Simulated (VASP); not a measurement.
# Hg (R-3m) in VASP: a series of runs

Hg is run at these levels: PBE; tasks: relaxation of cell and atoms, single point.

Program: VASP 6.6.1. These are calculated values, not measurements. Logs are shortened: lines on timing, memory, paths and dates and some standing lists are left out, and cuts for length are marked.

### Step 1. The cell of the first run

Symmetry: R-3m, No. 166, trigonal system. Conventional cell: a = 4.354 Å, b = 4.354 Å, c = 12.112 Å, α = 90.00°, β = 90.00°, γ = 120.00°. Hg (site symmetry 3m) has 6 Hg at 2.91 to 3.59 Å within 3.8 Å.

### Step 2. Relaxation of cell and atoms, PBE

The input, INCAR:

```
SYSTEM = Hg
  PREC = Accurate
  ENCUT = 600
  EDIFF = 1E-7
  ISMEAR = 0
  SIGMA = 0.1
  LREAL = .FALSE.
  LASPH = .TRUE.
  NELM = 100
  ALGO = Fast
  ISIF = 3
  LWAVE = .FALSE.
  LCHARG = .FALSE.
  GGA = PE
  IBRION = 2
  NSW = 90
  EDIFFG = -0.04
```

The input, KPOINTS:

```
Automatic mesh
0
G
  6 6 6
  0 0 0
```

The input, POSCAR:

```
Hg
1.0
    2.1771848781      1.2569982754      4.0373283270
   -2.1771848781      1.2569982754      4.0373283270
    0.0000000000     -2.5139965509      4.0373283270
Hg
2
Direct
    0.2275400000      0.2275400000      0.2275400000
    0.7724600000      0.7724600000      0.7724600000
```

Potentials or basis: VASP PAW PBE potentials, release 64 (Hg).

Started as:

```bash
cat potpaw_PBE.64/Hg/POTCAR > POTCAR
mpirun -np 1 vasp_std > vasp.out
```

OUTCAR:

```text
SYSTEM = Hg
   PREC = Accurate
   ENCUT = 600
   EDIFF = 1E-7
   ISMEAR = 0
   LREAL = .FALSE.
   LASPH = .TRUE.
   NELM = 100
   ISIF = 3
   GGA = PE
   IBRION = 2
   NSW = 90
   EDIFFG = -0.04

 ion  position               nearest neighbor table
   1  0.228  0.228  0.228-   2 2.91   2 2.91   2 2.91   2 3.59   2 3.59   2 3.59
   2  0.772  0.772  0.772-   1 2.91   1 2.91   1 2.91   1 3.59   1 3.59   1 3.59

  LATTYP: Found a trigonal (rhomboedric) cell.
 ALAT       =     4.7560696670
 COS(alpha) =     0.5808936906

  Lattice vectors:

 A1 = (   2.1771848781,   1.2569982754,   4.0373283270)
 A2 = (  -2.1771848781,   1.2569982754,   4.0373283270)
 A3 = (   0.0000000000,  -2.5139965509,   4.0373283270)

Analysis of symmetry for initial positions (statically):
=====================================================================
 Subroutine PRICEL returns:
 Original cell was already a primitive cell.

 Routine SETGRP: Setting up the symmetry group for a
 trigonal (rhombohedral) supercell.

 Subroutine GETGRP returns: Found 12 space group operations
 (whereof 12 operations were pure point group operations)
 out of a pool of 12 trial point group operations.

The static configuration has the point symmetry D_3d.

Analysis of symmetry for dynamics (positions and initial velocities):
=====================================================================
 Subroutine PRICEL returns:
 Original cell was already a primitive cell.

 Routine SETGRP: Setting up the symmetry group for a
 trigonal (rhombohedral) supercell.

 Subroutine GETGRP returns: Found 12 space group operations
 (whereof 12 operations were pure point group operations)
 out of a pool of 12 trial point group operations.

The dynamic configuration has the point symmetry D_3d.

 Subroutine INISYM returns: Found 12 space group operations
 (whereof 12 operations are pure point group operations),
 and found     1 'primitive' translations

----------------------------------------------------------------------------------------

                                     Primitive cell

  volume of cell :      66.2942

  direct lattice vectors                    reciprocal lattice vectors
     2.177184878  1.256998275  4.037328327     0.229654360  0.132591007  0.082562850
    -2.177184878  1.256998275  4.037328327    -0.229654360  0.132591007  0.082562850
     0.000000000 -2.513996551  4.037328327     0.000000000 -0.265182013  0.082562850

  length of vectors
     4.756069667  4.756069667  4.756069667     0.277737510  0.277737510  0.277737510

  position of ions in fractional coordinates (direct lattice)
     0.227540000  0.227540000  0.227540000
     0.772460000  0.772460000  0.772460000

  ion indices of the primitive-cell ions
   primitive index   ion index
                 1           1
                 2           2

----------------------------------------------------------------------------------------

 KPOINTS: Automatic mesh

Automatic generation of k-mesh.
 Grid dimensions read from file:
 generate k-points for:    6    6    6

 Generating k-lattice:

  Cartesian coordinates                     Fractional coordinates (reciprocal lattice)
     0.038275727  0.022098501  0.013760475     0.166666667  0.000000000  0.000000000
    -0.038275727  0.022098501  0.013760475     0.000000000  0.166666667  0.000000000
     0.000000000 -0.044197002  0.013760475     0.000000000  0.000000000  0.166666667

  Length of vectors
     0.046289585  0.046289585  0.046289585

  Shift w.r.t. Gamma in fractional coordinates (k-lattice)
     0.000000000  0.000000000  0.000000000

 Subroutine IBZKPT returns following result:
 ===========================================

 Found     32 irreducible k-points:

 Following reciprocal coordinates:
            Coordinates               Weight
  0.000000  0.000000  0.000000      1.000000
  0.166667 -0.000000  0.000000      6.000000
  0.333333 -0.000000  0.000000      6.000000
  0.500000 -0.000000  0.000000      3.000000
  0.166667  0.166667  0.000000      6.000000
  0.333333  0.166667  0.000000     12.000000
[... 16 lines left out ...]
  0.500000  0.500000  0.166667      6.000000
 -0.333333  0.500000  0.166667     12.000000
 [... further k-points ...]
   k-points           NKPTS =     32   k-points in BZ     NKDIM =     32   number of bands    NBANDS=     16
   number of dos      NEDOS =    301   number of ions     NIONS =      2
   total plane-waves  NPLWV =  64000
   dimension x,y,z NGX =    40 NGY =   40 NGZ =   40
   dimension x,y,z NGXF=    80 NGYF=   80 NGZF=   80
   ions per type =               2
   NGX,Y,Z   is equivalent  to a cutoff of  13.98, 13.98, 13.98 a.u.
   NGXF,Y,Z  is equivalent  to a cutoff of  27.96, 27.96, 27.96 a.u.
 SYSTEM =  Hg
   PREC   = accura    normal or accurate (medium, high low for compatibility)
   ISTART =      0    job   : 0-new  1-cont  2-samecut
   ICHARG =      2    charge: 1-file 2-atom 10-const
   ISPIN  =      1    spin polarized calculation?
   LNONCOLLINEAR =      F non collinear calculations
   LSORBIT =      F    spin-orbit coupling
   LASPH  =      T    aspherical Exc in radial PAW
   ENCUT  =  600.0 eV  44.10 Ry    6.64 a.u.   9.50  9.50  9.50*2*pi/ulx,y,z
   NELM   =    100;   NELMIN=  2; NELMDL= -5     # of ELM steps
   EDIFF  = 0.1E-06   stopping-criterion for ELM
   LREAL  =      F    real-space projection
   EDIFFG = -.4E-01   stopping-criterion for IOM
   NSW    =     90    number of steps for IOM
   IBRION =      2    ionic relax: 0-MD 1-quasi-New 2-CG
   NFREE  =      1    steps in history (QN), initial steepest desc. (CG)
   ISIF   =      3    stress and relaxation
   ISYM   =      2    0-nonsym 1-usesym 2-fastsym
   POTIM  = 0.5000    time-step for ionic-motion
   TEBEG  =    0.0;   TEEND  =   0.0 temperature during run
   PSTRESS=    0.0 pullay stress
   NELECT =      24.0000    total number of electrons
   NUPDOWN=      -1.0000    fix difference up-down
   EMIN   =  10.00;   EMAX   =-10.00  energy-range for DOS
   EFERMI =   0.00;   METHOD = LEGACY
   ISMEAR =     0;   SIGMA  =   0.10  broadening in eV -4-tet -1-fermi 0-gaus
   EFERMI_NEDOS =   21; number of points for ismear=-14 and -15
   IALGO  =     68    algorithm
   IMIX   =      4    mixing-type and parameters
     AMIX     =   0.40;   BMIX     =  1.00
     AMIX_MAG =   1.60;   BMIX_MAG =  1.00
  volume/ion in A,a.u.               =      33.15       223.69
  Fermi-wavevector in a.u.,A,eV,Ry     =   1.166774  2.204883 18.522454  1.361362
  Thomas-Fermi vector in A             =   2.303283
   LORBIT       =      0    0 simple, 1 ext, 2 COOP (PROOUT), +10 PAW based schemes
   GGA     = PE    functional components
   LHFCALC =     F    Hartree Fock is set to
   AEXX    =    0.0000 exact exchange contribution
   IVDW    =     0    specifies the selected vdW correction
   LEPSILON=     F    determine dielectric tensor
   LRPA    =     F    only Hartree local field effects (RPA)
 conjugate gradient relaxation of ions
 non-spin polarized calculation
 RMM-DIIS sequential band-by-band and
 Gauss-broadening in eV      SIGMA  =   0.10
  energy-cutoff  :      600.00
  volume of cell :       66.29
 maximum number of plane-waves:      2227
 NGX is ok and might be reduce to    40

--------------------------------------- Ionic step        1  -------------------------------------------

 number of electron      24.0000000 magnetization

 Free energy of the ion-electron system (eV)
  ---------------------------------------------------
  ext. energy  EPLUGINS =         0.00000000
  ---------------------------------------------------
  free energy    TOTEN  =        -0.14410618 eV

  energy without entropy =       -0.14195888  energy(sigma->0) =       -0.14303253

------------------------ aborting loop because EDIFF is reached ----------------------------------------

  FORCE on cell =-STRESS in cart. coord.  units (eV):
  Direction    XX          YY          ZZ          XY          YZ          ZX
  --------------------------------------------------------------------------------------
  -------------------------------------------------------------------------------------
  Total        0.9317489      0.9317489      0.0827575     -0.0000000     -0.0000000      0.0000000
  in kB       22.5182255     22.5182255      2.0000586     -0.0000000     -0.0000000      0.0000000
  external PRESSURE =      15.6788365 kB  Pullay stress =       0.0000000 kB
[... 89 lines left out ...]
  FREE ENERGIE OF THE ION-ELECTRON SYSTEM (eV)
  ---------------------------------------------------
  free  energy   TOTEN  =        -0.2342699503 eV

  energy  without entropy=       -0.2332896669  energy(sigma->0) =       -0.23377981

 E-fermi :  -0.0130     XC(G=0):  -8.0136

 val. band max:       -0.0236067238   @ k =  -0.3333   0.5000   0.1667
 cond. band min:       0.0078698336   @ k =   0.1667  -0.0000   0.0000
 fundamental gap:      0.0314765573
 Fermi energy:        -0.0130143258

 k-point     1 :       0.0000    0.0000    0.0000
  band No.  band energies     occupation
      1      -6.8975      2.00000
      2      -6.8975      2.00000
      3      -6.6190      2.00000
      4      -6.6190      2.00000
      5      -6.6155      2.00000
      6      -6.2933      2.00000
[... 433 lines left out ...]
      3      -6.6095      2.00000
      4      -6.3850      2.00000
      5      -6.3783      2.00000
      6      -6.2298      2.00000
[... 8 lines left out ...]
     15       3.7415      0.00000
     16       7.2437      0.00000

 [... further k-points ...]

[... ionic steps 4 to 8 ...]

--------------------------------------- Ionic step        9  -------------------------------------------

 number of electron      24.0000000 magnetization

------------------------ aborting loop because EDIFF is reached ----------------------------------------
[... 67 lines left out ...]
--------------------------------------- Ionic step       11  -------------------------------------------

 number of electron      23.9999999 magnetization

 Free energy of the ion-electron system (eV)
  ---------------------------------------------------
  ext. energy  EPLUGINS =         0.00000000
  ---------------------------------------------------
  free energy    TOTEN  =        -0.33289544 eV

  energy without entropy =       -0.32918444  energy(sigma->0) =       -0.33103994

 E-fermi :   1.1467     XC(G=0):  -9.3939

 val. band max:        1.1312849253   @ k =  -0.3333   0.3333   0.3333
 cond. band min:       1.2258942231   @ k =   0.5000   0.5000   0.0000
 fundamental gap:      0.0946092978
 Fermi energy:         1.1467060264

 k-point     1 :       0.0000    0.0000    0.0000
  band No.  band energies     occupation
      1      -6.4042      2.00000
      2      -6.3568      2.00000
      3      -6.3568      2.00000
      4      -5.9430      2.00000
      5      -5.9430      2.00000
      6      -5.8981      2.00000
[... 433 lines left out ...]
      3      -5.9337      2.00000
      4      -5.6161      2.00000
      5      -5.4849      2.00000
      6      -5.2026      2.00000
[... 8 lines left out ...]
     15       5.9018      0.00000
     16       9.6413      0.00000

 [... further k-points ...]

------------------------ aborting loop because EDIFF is reached ----------------------------------------

  FORCE on cell =-STRESS in cart. coord.  units (eV):
  Direction    XX          YY          ZZ          XY          YZ          ZX
  --------------------------------------------------------------------------------------
  -------------------------------------------------------------------------------------
  Total       -0.0504275     -0.0504275      0.0094472      0.0000000     -0.0000000      0.0000000
  in kB       -1.3253208     -1.3253208      0.2482882      0.0000000     -0.0000000      0.0000000
  external PRESSURE =      -0.8007845 kB  Pullay stress =       0.0000000 kB
[... 17 lines left out ...]
  FREE ENERGIE OF THE ION-ELECTRON SYSTEM (eV)
  ---------------------------------------------------
  free  energy   TOTEN  =        -0.3328954422 eV

  energy  without entropy=       -0.3291844368  energy(sigma->0) =       -0.33103994

 reached required accuracy - stopping structural energy minimisation
```

It took 3.3 min on 1 thread of Intel Xeon 6975P-C (Granite Rapids), shared host; peak memory 0.28 GiB.

Results:

- Free energy: -0.3329 eV
- Relaxed volume: 30.48 Å³/atom
- Relaxed cell: a = 4.373 Å, b = 4.373 Å, c = 4.373 Å, α = 61.39°, β = 61.39°, γ = 61.39°
- Space group after relaxing (to 0.05 Å): R-3m (No. 166)
- Energy gained by relaxing: 94.4 meV/atom
- Ionic steps: 11
- Pressure after relaxing: -0.1 GPa
- Largest force after relaxing: 0.022 eV/Å
- Band gap on the k mesh: zero (band 12 reaches 4.59 eV, above the bottom of band 13 at 0.53 eV)

Forces in eV/Å, atoms in the order of the input:
```
Hg   0.000  0.000  0.022
Hg   0.000  0.000 -0.022
```

The path:
```tsv
step	energy change (eV)	largest force (eV/Å)	pressure (GPa)	volume (Å³)
1	0.0000	0.6439	1.57	66.29
2	-0.0601	0.4325	0.40	69.45
3	-0.0902	0.2876	-0.37	72.93
4	-0.0858	0.1047	-0.70	80.17
5	-0.0936	0.1603	-0.87	77.27
6	-0.0955	0.2165	-0.69	75.08
7	-0.1129	0.2111	-0.68	73.40
8	-0.1562	0.1790	-0.32	68.46
9	-0.1857	0.0547	0.40	59.11
10	-0.1862	0.0700	-0.20	62.33
11	-0.1888	0.0224	-0.08	60.96
```

Final structure:
```
Hg
1.0
     2.23209    1.28870    3.53218
    -2.23209    1.28870    3.53218
     0.00000   -2.57740    3.53218
Hg
2
Direct
  0.24923 0.24923 0.24923
  0.75077 0.75077 0.75077
```

Caveat: spin-orbit coupling is left out, which moves the levels of the heavy elements.

### Step 3. Single point, PBE

This run uses another cell than the first one: it holds 1 atom, not 2.

The input, INCAR:

```
SYSTEM = Hg
PREC = Accurate
ENCUT = 520
EDIFF = 1E-6
ISMEAR = 0
SIGMA = 0.1
LREAL = .FALSE.
LASPH = .TRUE.
NELM = 60
ALGO = Fast
ISIF = 2
LWAVE = .FALSE.
LCHARG = .FALSE.
GGA = PE
NBANDS = 12
```

The input, KPOINTS:

```
Automatic mesh
0
G
  18 18 18
  0 0 0
```

The input, POSCAR:

```
Hg
1.0
    2.1306091766      1.2301077816      1.8843049114
   -2.1306091766      1.2301077816      1.8843049114
    0.0000000000     -2.4602155632      1.8843049115
Hg
1
Direct
    0.0000000000      0.0000000000      0.0000000000
```

Potentials or basis: VASP PAW PBE potentials, release 64 (Hg).

Started as:

```bash
cat potpaw_PBE.64/Hg/POTCAR > POTCAR
mpirun -np 1 vasp_std > vasp.out
```

Wall time 2.8 min (1 thread of AMD EPYC 9R45, shared host); peak memory 0.27 GiB.

The run converged. Its results:

| Item | Value |
| --- | --- |
| Free energy | -0.1665 eV |
| Pressure | 0.2 GPa |
| Band gap on the k mesh | zero (band 6 reaches 4.89 eV, above the bottom of band 7 at -0.01 eV) |

Levels at points of the mesh, in eV from the Fermi level:
```csv
k point,band 3,band 4,band 5,band 6,band 7,band 8,band 9,band 10
"(0.00, 0.00, 0.00)",-7.55,-5.86,-5.86,-5.83,9.59,9.59,9.71,12.79
"(0.50, 0.00, 0.00)",-6.38,-6.33,-5.80,-2.87,-1.28,12.67,12.70,14.55
"(0.50, 0.50, 0.00)",-6.29,-6.27,-5.34,0.23,1.28,2.02,7.18,15.52
"(0.50, 0.50, 0.50)",-7.08,-5.31,-5.31,3.62,3.74,5.01,5.01,8.87
```

Caveat: spin-orbit coupling is left out, which moves the levels of the heavy elements.
